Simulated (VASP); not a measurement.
# Be (P6_3/mmc) in VASP: further runs, part 2 of 2

VASP 6.6.1. Earlier steps stand in the parts before.

## 3. Single point, r2SCAN (8.54 Å³/atom)

This run uses another cell than the first one, of 8.54 Å³/atom.

Contents of POSCAR:

```
Be
1.0
    2.3234467836      0.0000000000      0.0000000000
   -1.1617233918      2.0121639389      0.0000000000
    0.0000000000      0.0000000000      3.6538001352
Be
2
Direct
    0.3333333333      0.6666666667      0.2500000000
    0.6666666667      0.3333333333      0.7500000000
```

Contents of INCAR.step1:

```
PREC = Accurate
ENCUT = 520
ISMEAR = -1
SIGMA = 0.1
LREAL = F
LASPH = T
NELM = 60
NBANDS = 9
GGA = PE
ALGO = Normal
EDIFF = 1E-4
LWAVE = T
LCHARG = F
```

Contents of INCAR.step2:

```
PREC = Accurate
ENCUT = 520
EDIFF = 1E-6
ISMEAR = -1
SIGMA = 0.1
LREAL = F
LASPH = T
NELM = 60
ALGO = Normal
ISIF = 2
LWAVE = F
LCHARG = T
METAGGA = R2SCAN
LMIXTAU = T
LELF = T
LVHAR = T
NBANDS = 9
ISTART = 1
```

Contents of KPOINTS:

```
regular mesh
0
Gamma
  26 26 15
```

Potentials or basis: VASP PAW PBE potentials, release 64 (Be).

Run with:

```console
$ cat potpaw_PBE.64/Be/POTCAR > POTCAR
$ cp INCAR.step1 INCAR
$ mpirun -np 1 vasp_std > vasp.out
$ cp INCAR.step2 INCAR
$ mpirun -np 1 vasp_std > vasp.out
```

OUTCAR:

```text
PREC = Accurate
   ENCUT = 520
   EDIFF = 1E-6
   ISMEAR = -1
   LREAL = F
   LASPH = T
   NELM = 60
   ISIF = 2
   METAGGA = R2SCAN
   ISTART = 1

 ion  position               nearest neighbor table
   1  0.333  0.667  0.250-   2 2.27   2 2.27   2 2.27   2 2.27   2 2.27   2 2.27
   2  0.667  0.333  0.750-   1 2.27   1 2.27   1 2.27   1 2.27   1 2.27   1 2.27

  LATTYP: Found a hexagonal cell.
 ALAT       =     2.3234467836
 C/A-ratio  =     1.5725775004

  Lattice vectors:

 A1 = (   2.3234467836,   0.0000000000,   0.0000000000)
 A2 = (  -1.1617233918,   2.0121639389,   0.0000000000)
 A3 = (   0.0000000000,   0.0000000000,   3.6538001352)

Analysis of symmetry for initial positions (statically):
=====================================================================
 Subroutine PRICEL returns:
 Original cell was already a primitive cell.

 Routine SETGRP: Setting up the symmetry group for a
 hexagonal supercell.

 Subroutine GETGRP returns: Found 24 space group operations
 (whereof 12 operations were pure point group operations)
 out of a pool of 24 trial point group operations.

The static configuration has the point symmetry D_3d.
 The point group associated with its full space group is D_6h.

Analysis of symmetry for dynamics (positions and initial velocities):
=====================================================================
 Subroutine PRICEL returns:
 Original cell was already a primitive cell.

 Routine SETGRP: Setting up the symmetry group for a
 hexagonal supercell.

 Subroutine GETGRP returns: Found 24 space group operations
 (whereof 12 operations were pure point group operations)
 out of a pool of 24 trial point group operations.

The dynamic configuration has the point symmetry D_3d.
 The point group associated with its full space group is D_6h.

 Subroutine INISYM returns: Found 24 space group operations
 (whereof 12 operations are pure point group operations),
 and found     1 'primitive' translations

----------------------------------------------------------------------------------------

                                     Primitive cell

  volume of cell :      17.0821

  direct lattice vectors                    reciprocal lattice vectors
     2.323446784  0.000000000  0.000000000     0.430395052  0.248488699  0.000000000
    -1.161723392  2.012163939  0.000000000     0.000000000  0.496977399  0.000000000
     0.000000000  0.000000000  3.653800135     0.000000000  0.000000000  0.273687658

  length of vectors
     2.323446784  2.323446784  3.653800135     0.496977399  0.496977399  0.273687658

  position of ions in fractional coordinates (direct lattice)
     0.333333333  0.666666667  0.250000000
     0.666666667  0.333333333  0.750000000

  ion indices of the primitive-cell ions
   primitive index   ion index
                 1           1
                 2           2

----------------------------------------------------------------------------------------

 KPOINTS: regular mesh

Automatic generation of k-mesh.
 Grid dimensions read from file:
 generate k-points for:   26   26   15

 Generating k-lattice:

  Cartesian coordinates                     Fractional coordinates (reciprocal lattice)
     0.016553656  0.009557258  0.000000000     0.038461538  0.000000000  0.000000000
     0.000000000  0.019114515  0.000000000     0.000000000  0.038461538  0.000000000
     0.000000000  0.000000000  0.018245844     0.000000000  0.000000000  0.066666667

  Length of vectors
     0.019114515  0.019114515  0.018245844

  Shift w.r.t. Gamma in fractional coordinates (k-lattice)
     0.000000000  0.000000000  0.000000000

 Subroutine IBZKPT returns following result:
 ===========================================

 Found    560 irreducible k-points:

 Following reciprocal coordinates:
            Coordinates               Weight
  0.000000  0.000000  0.000000      1.000000
  0.038462  0.000000  0.000000      6.000000
  0.076923  0.000000  0.000000      6.000000
  0.115385 -0.000000  0.000000      6.000000
  0.153846  0.000000  0.000000      6.000000
  0.192308  0.000000  0.000000      6.000000
[... 16 lines left out ...]
  0.346154  0.038462  0.000000     12.000000
  0.384615  0.038462  0.000000     12.000000
 [... further k-points ...]
   k-points           NKPTS =    560   k-points in BZ     NKDIM =    560   number of bands    NBANDS=      9
   number of dos      NEDOS =    301   number of ions     NIONS =      2
   total plane-waves  NPLWV =   9072
   dimension x,y,z NGX =    18 NGY =   18 NGZ =   28
   dimension x,y,z NGXF=    36 NGYF=   36 NGZF=   56
   ions per type =               2
   NGX,Y,Z   is equivalent  to a cutoff of  12.88, 12.88, 12.74 a.u.
   NGXF,Y,Z  is equivalent  to a cutoff of  25.76, 25.76, 25.48 a.u.
 SYSTEM =  unknown system
   PREC   = accura    normal or accurate (medium, high low for compatibility)
   ISTART =      1    job   : 0-new  1-cont  2-samecut
   ICHARG =      0    charge: 1-file 2-atom 10-const
   ISPIN  =      1    spin polarized calculation?
   LNONCOLLINEAR =      F non collinear calculations
   LSORBIT =      F    spin-orbit coupling
   LASPH  =      T    aspherical Exc in radial PAW
   ENCUT  =  520.0 eV  38.22 Ry    6.18 a.u.   4.32  4.32  6.79*2*pi/ulx,y,z
   NELM   =     60;   NELMIN=  2; NELMDL=  0     # of ELM steps
   EDIFF  = 0.1E-05   stopping-criterion for ELM
   LREAL  =      F    real-space projection
   EDIFFG = 0.1E-04   stopping-criterion for IOM
   NSW    =      0    number of steps for IOM
   IBRION =     -1    ionic relax: 0-MD 1-quasi-New 2-CG
   NFREE  =      0    steps in history (QN), initial steepest desc. (CG)
   ISIF   =      2    stress and relaxation
   ISYM   =      2    0-nonsym 1-usesym 2-fastsym
   POTIM  = 0.5000    time-step for ionic-motion
   TEBEG  =    0.0;   TEEND  =   0.0 temperature during run
   PSTRESS=    0.0 pullay stress
   NELECT =       4.0000    total number of electrons
   NUPDOWN=      -1.0000    fix difference up-down
   EMIN   =  10.00;   EMAX   =-10.00  energy-range for DOS
   EFERMI =   0.00;   METHOD = LEGACY
   ISMEAR =    -1;   SIGMA  =   0.10  broadening in eV -4-tet -1-fermi 0-gaus
   EFERMI_NEDOS =   21; number of points for ismear=-14 and -15
   IALGO  =     38    algorithm
   IMIX   =      4    mixing-type and parameters
     AMIX     =   0.40;   BMIX     =  1.00
     AMIX_MAG =   1.60;   BMIX_MAG =  1.00
  volume/ion in A,a.u.               =       8.54        57.64
  Fermi-wavevector in a.u.,A,eV,Ry     =   1.009054  1.906836 13.853324  1.018191
  Thomas-Fermi vector in A             =   2.141959
   LORBIT       =      0    0 simple, 1 ext, 2 COOP (PROOUT), +10 PAW based schemes
   METAGGA = R2SCAN    functional components
   LHFCALC =     F    Hartree Fock is set to
   AEXX    =    0.0000 exact exchange contribution
   IVDW    =     0    specifies the selected vdW correction
   LEPSILON=     F    determine dielectric tensor
   LRPA    =     F    only Hartree local field effects (RPA)
 non-spin polarized calculation
  energy-cutoff  :      520.00
  volume of cell :       17.08
 maximum number of plane-waves:       494
 NGX is ok and might be reduce to    18
   NGX =  9   NGY =  9   NGZ = 13

 number of electron       4.0000000 magnetization

 Free energy of the ion-electron system (eV)
  ---------------------------------------------------
  ext. energy  EPLUGINS =         0.00000000
  ---------------------------------------------------
  free energy    TOTEN  =        -8.65091910 eV

  energy without entropy =       -8.64794361  energy(sigma->0) =       -8.64943135

 E-fermi :   6.5933     XC(G=0): -10.9963

 val. band max:        6.5500648756   @ k =   0.3462   0.0000   0.0000
 cond. band min:       6.6690531933   @ k =   0.3077   0.1154   0.0000
 fundamental gap:      0.1189883178
 Fermi energy:         6.5933367506

 k-point     1 :       0.0000    0.0000    0.0000
  band No.  band energies     occupation
      1      -5.2836      2.00000
      2       2.0527      2.00000
      3       7.3450      0.00109
      4      22.8429      0.00000
      5      22.8429      0.00000
      6      25.7320      0.00000
      7      25.7320      0.00000
      8      27.9022      0.00000
      9      33.6806      0.00000
[... 265 lines left out ...]
 k-point    24 :       0.3846    0.0385    0.0000
  band No.  band energies     occupation
      1      -0.3869      2.00000
      2       5.3528      1.99999
      3       8.1453      0.00000
      4      12.5469      0.00000
      5      15.8213      0.00000
      6      15.8952      0.00000
      7      18.4894      0.00000
      8      24.0300      0.00000
      9      26.2674      0.00000

 [... further k-points ...]

------------------------ aborting loop because EDIFF is reached ----------------------------------------

  FORCE on cell =-STRESS in cart. coord.  units (eV):
  Direction    XX          YY          ZZ          XY          YZ          ZX
  --------------------------------------------------------------------------------------
  -------------------------------------------------------------------------------------
  Total       -0.8907953     -0.8907953     -0.8859328      0.0000000      0.0000000      0.0000000
  in kB      -83.5502264    -83.5502264    -83.0941531      0.0000000      0.0000000      0.0000000
  external PRESSURE =     -83.3982020 kB  Pullay stress =       0.0000000 kB

 VOLUME and BASIS-vectors are now :
 -----------------------------------------------------------------------------
  energy-cutoff  :      520.00
  volume of cell :       17.08
      direct lattice vectors                 reciprocal lattice vectors
     2.323446784  0.000000000  0.000000000     0.430395052  0.248488699  0.000000000
    -1.161723392  2.012163939  0.000000000     0.000000000  0.496977399  0.000000000
     0.000000000  0.000000000  3.653800135     0.000000000  0.000000000  0.273687658

 POSITION                                       TOTAL-FORCE (eV/Angst)
 -----------------------------------------------------------------------------------
     -0.00000      1.34144      0.91345         0.000000      0.000000      0.000000
      1.16172      0.67072      2.74035        -0.000000      0.000000      0.000000
 -----------------------------------------------------------------------------------
    total drift:                                0.000000     -0.000000      0.000000

  FREE ENERGIE OF THE ION-ELECTRON SYSTEM (eV)
  ---------------------------------------------------
  free  energy   TOTEN  =        -8.6509190963 eV

  energy  without entropy=       -8.6479436110  energy(sigma->0) =       -8.64943135
```

OSZICAR.step1:

```text
N       E                     dE             d eps       ncg     rms          rms(c)
DAV:   1    -0.295403325957E+01   -0.29540E+01   -0.17368E+03 10168   0.361E+02
DAV:   2    -0.749885866984E+01   -0.45448E+01   -0.44118E+01 15013   0.515E+01
DAV:   3    -0.755560332558E+01   -0.56745E-01   -0.56579E-01 11530   0.387E+00
DAV:   4    -0.755568994196E+01   -0.86616E-04   -0.86613E-04 12520   0.161E-01
DAV:   5    -0.755568999143E+01   -0.49467E-07   -0.49872E-07 11102   0.368E-03    0.113E+00
DAV:   6    -0.751938031117E+01    0.36310E-01   -0.40799E-03 11151   0.603E-01    0.691E-01
DAV:   7    -0.750392436741E+01    0.15456E-01   -0.47407E-03 11530   0.636E-01    0.230E-02
DAV:   8    -0.750390434943E+01    0.20018E-04   -0.13738E-05  9134   0.314E-02
   1 F= -.75039043E+01 E0= -.75022645E+01  d E =-.327964E-02
```

Run time: 2.1 min. Hardware: 1 thread of Intel Xeon Platinum 8488C (Sapphire Rapids), shared host; peak memory 0.18 GiB.

What came out:

```
Free energy            : -8.6509 eV
Pressure               : -8.3 GPa
Band gap on the k mesh : zero (bands 2 and 3 overlap by 1.75 eV)
```

Levels at points of the mesh, in eV from the Fermi level:
```csv
k point,band 1,band 2,band 3,band 4,band 5,band 6,band 7
"(0.00, 0.00, 0.00)",-11.88,-4.54,0.75,16.25,16.25,19.14,19.14
"(0.50, 0.00, 0.00)",-5.20,-3.38,3.66,6.43,6.63,9.56,9.90
```

Caveat: the cell stands under tension; the PAW data sets were made with another functional, which shifts forces and pressure a little.

## 4. Single point, r2SCAN (8.86 Å³/atom)

This run uses another cell than the first one, of 8.86 Å³/atom.

Contents of POSCAR:

```
Be
1.0
    2.3517842933      0.0000000000      0.0000000000
   -1.1758921467      2.0367049422      0.0000000000
    0.0000000000      0.0000000000      3.6983630654
Be
2
Direct
    0.3333333333      0.6666666667      0.2500000000
    0.6666666667      0.3333333333      0.7500000000
```

Contents of INCAR.step1:

```
ALGO = Normal
EDIFF = 1E-4
ENCUT = 520
GGA = PE
ISMEAR = -1
LASPH = T
LCHARG = F
LREAL = F
LWAVE = T
NBANDS = 9
NELM = 80
PREC = Accurate
SIGMA = 0.1
```

Contents of INCAR.step2:

```
ALGO = Normal
EDIFF = 1E-6
ENCUT = 520
ISIF = 2
ISMEAR = -1
ISTART = 1
LASPH = T
LCHARG = F
LMIXTAU = T
LREAL = F
LWAVE = F
METAGGA = R2SCAN
NBANDS = 9
NELM = 80
PREC = Accurate
SIGMA = 0.1
```

Contents of KPOINTS:

```
k-points
0
Gamma
  26 26 15
```

Run with:

```console
$ cat potpaw_PBE.64/Be/POTCAR > POTCAR
$ cp INCAR.step1 INCAR
$ mpirun -np 1 vasp_std > vasp.out
$ cp INCAR.step2 INCAR
$ mpirun -np 1 vasp_std > vasp.out
```

It took 2.6 min on 1 thread of Intel Xeon Platinum 8488C (Sapphire Rapids), shared host; peak memory 0.18 GiB.

Results (log left out):

* Free energy: -8.6112 eV
* Pressure: -11.6 GPa
* Band gap on the k mesh: zero (bands 2 and 3 overlap by 1.73 eV)

Stress tensor (GPa, compression positive):
```
-11.49   0.00   0.00
  0.00 -11.49   0.00
  0.00   0.00 -11.96
```

Levels at points of the mesh, in eV from the Fermi level:
| k point | band 1 | band 2 | band 3 | band 4 | band 5 |
| --- | --- | --- | --- | --- | --- |
| (0.00, 0.00, 0.00) | -11.68 | -4.42 | 0.63 | 15.80 | 15.80 |
| (0.50, 0.00, 0.00) | -5.08 | -3.35 | 3.57 | 6.29 | 6.39 |

Caveat: the cell stands under tension; the PAW data sets were made with another functional, which shifts forces and pressure a little.

## 5. Summary

| cell | gap on the mesh (eV) | pressure (GPa) |
| --- | --- | --- |
| a = 2.294, b = 2.294, c = 3.608 Å, angles 90.0, 90.0, 120.0°, 2 atoms | none | -4.4 |
| a = 2.323, b = 2.323, c = 3.654 Å, angles 90.0, 90.0, 120.0°, 2 atoms | none | -8.3 |
| a = 2.352, b = 2.352, c = 3.698 Å, angles 90.0, 90.0, 120.0°, 2 atoms | none | -11.6 |

Alike in all rows: task single point; level r2SCAN; potentials or basis VASP PAW PBE potentials, release 64 (Be); no spin polarisation; k mesh 26 × 26 × 15; cutoff (eV) 520; smearing fermi-dirac 0.1 eV.

Caveats: the cell stands under tension; the PAW data sets were made with another functional, which shifts forces and pressure a little.

Total energies depend on the potentials used, so only differences within one code and one set of settings carry meaning.
